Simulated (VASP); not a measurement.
# Pd in VASP: single point with PBE

Aim: the single point of Pd with PBE.

Everything below comes from runs of VASP 6.6.1. Logs are shortened: lines on timing, memory, paths and dates and some standing lists are left out, and cuts for length are marked.

## Step 1: The cell of the first run

The typed cell holds 2 atoms: a = 2.779 Å, b = 2.779 Å, c = 4.420 Å, α = 90.00°, β = 90.00°, γ = 60.00°.

This isn't the form of Pd at room conditions, which is fcc.

## Step 2: Single point, PBE, non-collinear spin, typed start, spin-orbit coupling

The input, POSCAR:

```
Pd
1.0
    1.3896490000      2.4069390000      0.0000000000
   -1.3896490000      2.4069390000      0.0000000000
    0.0000000000      0.0000000000      4.4199400000
Pd
2
Direct
    0.3333000000      0.3334000000      0.2500000000
    0.6666000000      0.6667000000      0.7500000000
```

The input, INCAR.step1:

```
PREC     = Accurate       # precision mode
ENCUT    = 520            # plane-wave cutoff, eV
EDIFF    = 1E-6           # SCF threshold, eV
ISMEAR   = -1             # smearing method
SIGMA    = 0.0202         # smearing width, eV
LREAL    = F              # projectors in reciprocal space
LASPH    = T              # aspherical terms in the spheres
NELM     = 150            # most SCF steps
ALGO     = Normal         # electronic algorithm
ISIF     = 2              # what is computed and relaxed
LWAVE    = F              # write WAVECAR
LCHARG   = T              # write CHGCAR
LNONCOLLINEAR= T              # non-collinear magnetism
MAGMOM   = 0 0 1 0 0 -1   # initial moments
LSORBIT  = T              # spin-orbit coupling
GGA_COMPAT= F            
LORBMOM  = T            
LMAXMIX  = 4              # l up to which the mixer works
GGA      = PE             # functional
NBANDS   = 32             # bands
```

The input, KPOINTS.step1:

```
regular mesh
0
Gamma
  9 9 5
```

The input, INCAR.step2:

```
PREC     = Accurate       # precision mode
ENCUT    = 520            # plane-wave cutoff, eV
EDIFF    = 1E-6           # SCF threshold, eV
ISMEAR   = -5             # smearing method
SIGMA    = 0.0202         # smearing width, eV
LREAL    = F              # projectors in reciprocal space
LASPH    = T              # aspherical terms in the spheres
NELM     = 150            # most SCF steps
ALGO     = Normal         # electronic algorithm
ISIF     = 2              # what is computed and relaxed
LWAVE    = F              # write WAVECAR
LCHARG   = F              # write CHGCAR
LNONCOLLINEAR= T              # non-collinear magnetism
MAGMOM   = 0 0 1 0 0 -1   # initial moments
LORBIT   = 11             # projections on sites
LSORBIT  = T              # spin-orbit coupling
GGA_COMPAT= F            
LORBMOM  = T            
LMAXMIX  = 4              # l up to which the mixer works
GGA      = PE             # functional
NEDOS    = 1001           # points of the DOS
ICHARG   = 11             # starting density
```

The input, KPOINTS.step2:

```
regular mesh
0
Gamma
  14 14 8
```

Potentials or basis: VASP PAW PBE potentials, release 64 (Pd).

Command:

```console
$ cat potpaw_PBE.64/Pd/POTCAR > POTCAR
$ cp INCAR.step1 INCAR
$ cp KPOINTS.step1 KPOINTS
$ mpirun -np 1 vasp_ncl > vasp.out
$ cp INCAR.step2 INCAR
$ cp KPOINTS.step2 KPOINTS
$ mpirun -np 1 vasp_ncl > vasp.out
```

OUTCAR:

```text
PREC = Accurate
   ENCUT = 520
   EDIFF = 1E-6
   ISMEAR = -5
   LREAL = F
   LASPH = T
   NELM = 150
   ISIF = 2
   LNONCOLLINEAR = T
   LORBIT = 11
   LSORBIT = T
   GGA = PE
   ICHARG = 11

 ion  position               nearest neighbor table
   1  0.333  0.333  0.250-   2 2.73   2 2.73   2 2.73   2 2.73   2 2.73   2 2.73
   2  0.667  0.667  0.750-   1 2.73   1 2.73   1 2.73   1 2.73   1 2.73   1 2.73

  LATTYP: Found a hexagonal cell.
 ALAT       =     2.7792948194
 C/A-ratio  =     1.5903098762

  Lattice vectors:

 A1 = (   1.3896490000,  -2.4069390000,   0.0000000000)
 A2 = (   1.3896490000,   2.4069390000,   0.0000000000)
 A3 = (   0.0000000000,   0.0000000000,   4.4199400000)

Analysis of symmetry for initial positions (statically):
=====================================================================
 Subroutine PRICEL returns:
 Original cell was already a primitive cell.

 Routine SETGRP: Setting up the symmetry group for a
 hexagonal supercell.

 Subroutine GETGRP returns: Found  8 space group operations
 (whereof  2 operations were pure point group operations)
 out of a pool of 24 trial point group operations.

The static configuration has the point symmetry C_2 .
 The point group associated with its full space group is D_2h.

Analysis of symmetry for dynamics (positions and initial velocities):
=====================================================================
 Subroutine PRICEL returns:
 Original cell was already a primitive cell.

 Routine SETGRP: Setting up the symmetry group for a
 hexagonal supercell.

 Subroutine GETGRP returns: Found  8 space group operations
 (whereof  2 operations were pure point group operations)
 out of a pool of 24 trial point group operations.

The dynamic configuration has the point symmetry C_2 .
 The point group associated with its full space group is D_2h.

Analysis of structural, dynamic, and magnetic symmetry:
=====================================================================
 Subroutine PRICEL returns:
 Original cell was already a primitive cell.

 Routine SETGRP: Setting up the symmetry group for a
 hexagonal supercell.

 Subroutine GETGRP returns: Found  4 space group operations
 (whereof  2 operations were pure point group operations)
 out of a pool of 24 trial point group operations.

The overall configuration has the point symmetry C_2 .
 The point group associated with its full space group is C_2v.

 Subroutine INISYM returns: Found  4 space group operations
 (whereof  2 operations are pure point group operations),
 and found     1 'primitive' translations

----------------------------------------------------------------------------------------

                                     Primitive cell

  volume of cell :      29.5676

  direct lattice vectors                    reciprocal lattice vectors
     1.389649000  2.406939000  0.000000000     0.359803087  0.207732726  0.000000000
    -1.389649000  2.406939000  0.000000000    -0.359803087  0.207732726  0.000000000
     0.000000000  0.000000000  4.419940000     0.000000000  0.000000000  0.226247415

  length of vectors
     2.779294819  2.779294819  4.419940000     0.415464977  0.415464977  0.226247415

  position of ions in fractional coordinates (direct lattice)
     0.333300000  0.333400000  0.250000000
     0.666600000  0.666700000  0.750000000

  ion indices of the primitive-cell ions
   primitive index   ion index
                 1           1
                 2           2

----------------------------------------------------------------------------------------

 KPOINTS: regular mesh

Automatic generation of k-mesh.
 Grid dimensions read from file:
 generate k-points for:   14   14    8

 Generating k-lattice:

  Cartesian coordinates                     Fractional coordinates (reciprocal lattice)
     0.025700220  0.014838052  0.000000000     0.071428571 -0.000000000  0.000000000
    -0.025700220  0.014838052  0.000000000    -0.000000000  0.071428571  0.000000000
     0.000000000  0.000000000  0.028280927     0.000000000  0.000000000  0.125000000

  Length of vectors
[... 80 lines left out ...]
  Thomas-Fermi vector in A             =   2.556192
   LORBIT       =     11    0 simple, 1 ext, 2 COOP (PROOUT), +10 PAW based schemes
   GGA     = PE    functional components
   LHFCALC =     F    Hartree Fock is set to
   AEXX    =    0.0000 exact exchange contribution
   IVDW    =     0    specifies the selected vdW correction
   LEPSILON=     F    determine dielectric tensor
   LRPA    =     F    only Hartree local field effects (RPA)
 Fermi weights with tetrahedron method with Bloechl corrections
  energy-cutoff  :      520.00
  volume of cell :       29.57
 maximum number of plane-waves:      1622
 NGX is ok and might be reduce to    24

 number of electron      20.0000004 magnetization       0.0000000      0.0000000     -0.0000000

 Free energy of the ion-electron system (eV)
  ---------------------------------------------------
  ext. energy  EPLUGINS =         0.00000000
  ---------------------------------------------------
  free energy    TOTEN  =       -10.40860409 eV

  energy without entropy =      -10.40860409  energy(sigma->0) =      -10.40860409

 E-fermi :   9.7655     XC(G=0): -13.1686

 val. band max:        9.8093589235   @ k =   0.5000   0.5000   0.5000
 cond. band min:       9.5370285317   @ k =   0.0000   0.0000   0.2500
 fundamental gap:     -0.2723303919
 Fermi energy:         9.7654569561

 k-point     1 :       0.0000    0.0000    0.0000
  band No.  band energies     occupation
      1       2.6226      1.00000
      2       2.6226      1.00000
      3       4.4719      1.00000
      4       4.4719      1.00000
      5       6.8467      1.00000
      6       6.8467      1.00000
[... 733 lines left out ...]
     27      26.4043      0.00000
     28      26.4043      0.00000

 [... further k-points ...]

------------------------ aborting loop because EDIFF is reached ----------------------------------------

  FORCE on cell =-STRESS in cart. coord.  units (eV):
  Direction    XX          YY          ZZ          XY          YZ          ZX
  --------------------------------------------------------------------------------------
  -------------------------------------------------------------------------------------
  Total        1.1694083      1.1679586      2.0405275      0.0000000      0.0000000      0.0000000
  in kB       63.3665690     63.2880104    110.5697826      0.0000000      0.0000000      0.0000000
  external PRESSURE =      79.0747873 kB  Pullay stress =       0.0000000 kB

 VOLUME and BASIS-vectors are now :
 -----------------------------------------------------------------------------
  energy-cutoff  :      520.00
  volume of cell :       29.57
      direct lattice vectors                 reciprocal lattice vectors
     1.389649000  2.406939000  0.000000000     0.359803087  0.207732726  0.000000000
    -1.389649000  2.406939000  0.000000000    -0.359803087  0.207732726  0.000000000
     0.000000000  0.000000000  4.419940000     0.000000000  0.000000000  0.226247415

 POSITION                                       TOTAL-FORCE (eV/Angst)
 -----------------------------------------------------------------------------------
     -0.00014      1.60471      1.10499         0.000000      0.000192     -0.000000
     -0.00014      3.20917      3.31496         0.000000     -0.000192      0.000000
 -----------------------------------------------------------------------------------
    total drift:                               -0.000003      0.000000     -0.000000

  FREE ENERGIE OF THE ION-ELECTRON SYSTEM (eV)
  ---------------------------------------------------
  free  energy   TOTEN  =       -10.4086040931 eV

  energy  without entropy=      -10.4086040931  energy(sigma->0) =      -10.40860409

 orbital moment (x)

 # of ion     p       d       tot
 ----------------------------------------
  1         0.000   0.000   0.000
  2         0.000   0.000   0.000
 ----------------------------------------
            0.000   0.000   0.000

 orbital moment (y)

 # of ion     p       d       tot
 ----------------------------------------
  1        -0.000  -0.000  -0.000
  2         0.000   0.000   0.000
 ----------------------------------------
            0.000   0.000   0.000

 orbital moment (z)

 # of ion     p       d       tot
 ----------------------------------------
  1         0.000   0.000   0.000
  2        -0.000  -0.000  -0.000
 ----------------------------------------
            0.000  -0.000  -0.000

 Spin-Orbit-Coupling matrix elements

 Ion:    1  E_soc:     -0.0925567
 l=   1
     0.0000000    -0.0025534    -0.0024871
    -0.0025534     0.0000000    -0.0025531
    -0.0024871    -0.0025531     0.0000000
 l=   2
     0.0000000    -0.0027028     0.0000000    -0.0027011    -0.0106228
    -0.0027028     0.0000000    -0.0075700    -0.0021059    -0.0027039
     0.0000000    -0.0075700     0.0000000    -0.0075649     0.0000000
    -0.0027011    -0.0021059    -0.0075649     0.0000000    -0.0027134
    -0.0106228    -0.0027039     0.0000000    -0.0027134     0.0000000
 l=   3
     0.0000000     0.0000000     0.0000000     0.0000000     0.0000000     0.0000000     0.0000000
     0.0000000     0.0000000     0.0000000     0.0000000     0.0000000     0.0000000     0.0000000
     0.0000000     0.0000000     0.0000000     0.0000000     0.0000000     0.0000000     0.0000000
     0.0000000     0.0000000     0.0000000     0.0000000     0.0000000     0.0000000     0.0000000
     0.0000000     0.0000000     0.0000000     0.0000000     0.0000000     0.0000000     0.0000000
     0.0000000     0.0000000     0.0000000     0.0000000     0.0000000     0.0000000     0.0000000
     0.0000000     0.0000000     0.0000000     0.0000000     0.0000000     0.0000000     0.0000000

 Ion:    2  E_soc:     -0.0925567
 l=   1
     0.0000000    -0.0025534    -0.0024871
    -0.0025534     0.0000000    -0.0025531
    -0.0024871    -0.0025531     0.0000000
 l=   2
     0.0000000    -0.0027028     0.0000000    -0.0027011    -0.0106228
    -0.0027028     0.0000000    -0.0075700    -0.0021059    -0.0027039
     0.0000000    -0.0075700     0.0000000    -0.0075649     0.0000000
    -0.0027011    -0.0021059    -0.0075649     0.0000000    -0.0027134
    -0.0106228    -0.0027039     0.0000000    -0.0027134     0.0000000
 l=   3
     0.0000000     0.0000000     0.0000000     0.0000000     0.0000000     0.0000000     0.0000000
     0.0000000     0.0000000     0.0000000     0.0000000     0.0000000     0.0000000     0.0000000
     0.0000000     0.0000000     0.0000000     0.0000000     0.0000000     0.0000000     0.0000000
     0.0000000     0.0000000     0.0000000     0.0000000     0.0000000     0.0000000     0.0000000
     0.0000000     0.0000000     0.0000000     0.0000000     0.0000000     0.0000000     0.0000000
     0.0000000     0.0000000     0.0000000     0.0000000     0.0000000     0.0000000     0.0000000
     0.0000000     0.0000000     0.0000000     0.0000000     0.0000000     0.0000000     0.0000000

 total charge

# of ion       s       p       d       tot
------------------------------------------
    1        0.486   0.474   8.480   9.440
    2        0.486   0.474   8.480   9.440
--------------------------------------------------
tot          0.972   0.949  16.960  18.881

 magnetization (x)

# of ion       s       p       d       tot
------------------------------------------
    1        0.000   0.000   0.000   0.000
    2        0.000   0.000   0.000   0.000
--------------------------------------------------
tot          0.000   0.000   0.000   0.000

 magnetization (y)

# of ion       s       p       d       tot
------------------------------------------
    1        0.000   0.000   0.000   0.000
    2        0.000   0.000   0.000   0.000
--------------------------------------------------
tot          0.000   0.000   0.000   0.000

 magnetization (z)

# of ion       s       p       d       tot
------------------------------------------
    1       -0.000   0.000   0.002   0.002
    2        0.000  -0.000  -0.002  -0.002
--------------------------------------------------
tot          0.000   0.000   0.000   0.000
```

Run time: 20 min. Hardware: 1 thread of Intel Xeon 8259CL, shared host; peak memory 0.66 GiB.

What came out:

```
Net moment                                            : 0.00 μB per cell
Valence electrons inside the program's atomic spheres : Pd 9.44
```

Moments on the atoms (μB; x, y, z):
```
Pd  0.00 0.00 0.00
Pd  0.00 0.00 0.00
```
